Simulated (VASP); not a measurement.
Input of a VASP 6.6.1 run:

File INCAR:

```
SYSTEM = TiTc
PREC = Accurate
ENCUT = 520
EDIFF = 1E-8
ISMEAR = -1
SIGMA = 0.08
LREAL = .FALSE.
LASPH = .TRUE.
NELM = 60
ALGO = Normal
ISIF = 2
LWAVE = .FALSE.
LCHARG = .FALSE.
GGA = PS
LEFG = .TRUE.
NBANDS = 20
```

Contents of KPOINTS:

```
Automatic mesh
0
G
  12 12 12
  0 0 0
```

The input POSCAR:

```
TiTc
1.0
    3.1305966267      0.0000000000      0.0000000000
    0.0000000000      3.1305966267      0.0000000000
    0.0000000000      0.0000000000      3.1305966267
Ti Tc
1 1
Direct
    0.5000000000      0.5000000000      0.5000000000
    0.0000000000      0.0000000000      0.0000000000
```

Potentials or basis: VASP PAW PBE potentials, release 64 (Ti_sv, Tc_pv).

Command:

```console
$ cat potpaw_PBE.64/Ti_sv/POTCAR potpaw_PBE.64/Tc_pv/POTCAR > POTCAR
$ mpirun -np 1 vasp_std > vasp.out
```

(1) Predict the pressure.

Results:

(1) -11.9 GPa.

Caveat: without QUAD_EFG the Cq values of the log hold for a quadrupole moment of 1 mb, not for the nuclei; the PAW data sets were made with another functional, which shifts forces and pressure a little.
